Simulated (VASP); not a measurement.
Cu:

```
CELL_PARAMETERS angstrom
1.39164 -2.49988 0.00000
1.39164 2.49988 0.00000
0.00000 0.00000 4.76006
ATOMIC_POSITIONS crystal
Cu 0.66415 0.33585 0.25000
Cu 0.33585 0.66415 0.75000
```

- Program: VASP 6.6.1
- Task: relaxation of cell and atoms
- Functional: r2SCAN
- Potentials or basis: VASP PAW PBE potentials, release 64 (Cu)
- Cutoff: 600 eV
- k mesh: 8 × 8 × 4
- Occupations: gaussian, width 0.1 eV
- Spin: no spin polarisation

At the start: pressure -22.5 GPa; volume 16.56 Å³/atom.

Problem. Where does the relaxation end?

Solution. Over 8 steps the energy falls by 517.9 meV/atom and the volume is 11.55 Å³/atom (-30.3 %); space group Cmcm (No. 63, to 0.05 Å).

The path:
| step | energy change (eV) | largest force (eV/Å) | pressure (GPa) | volume (Å³) |
| --- | --- | --- | --- | --- |
| 1 | 0.0000 | 0.0024 | -22.52 | 33.12 |
| 2 | -1.0250 | 0.0099 | -0.55 | 23.17 |
| 3 | -1.0252 | 0.0110 | 0.07 | 23.08 |
| 4 | -1.0335 | 0.0137 | 0.26 | 23.03 |
| 5 | -1.0353 | 0.0149 | 0.49 | 22.98 |
| 6 | -1.0353 | 0.0150 | 0.52 | 22.98 |
| 7 | -1.0357 | 0.0053 | -0.52 | 23.12 |
| 8 | -1.0357 | 0.0075 | -0.34 | 23.09 |

Final structure:
```yaml
crystal:
  lattice:
    - [1.25660, -2.24679, 0.00000]
    - [1.25660, 2.24679, 0.00000]
    - [0.00000, 0.00000, 4.08997]
  atoms:
    - { symbol: Cu, position: [0.66379, 0.33621, 0.25000] }
    - { symbol: Cu, position: [0.33621, 0.66379, 0.75000] }
```

Caveat: the volume moved by over 15 % at a fixed basis, so the end points are rough; the PAW data sets were made with another functional, which shifts forces and pressure a little; the relaxation stopped at a loose force limit of 0.05 eV/Å, so its end isn't a converged minimum.
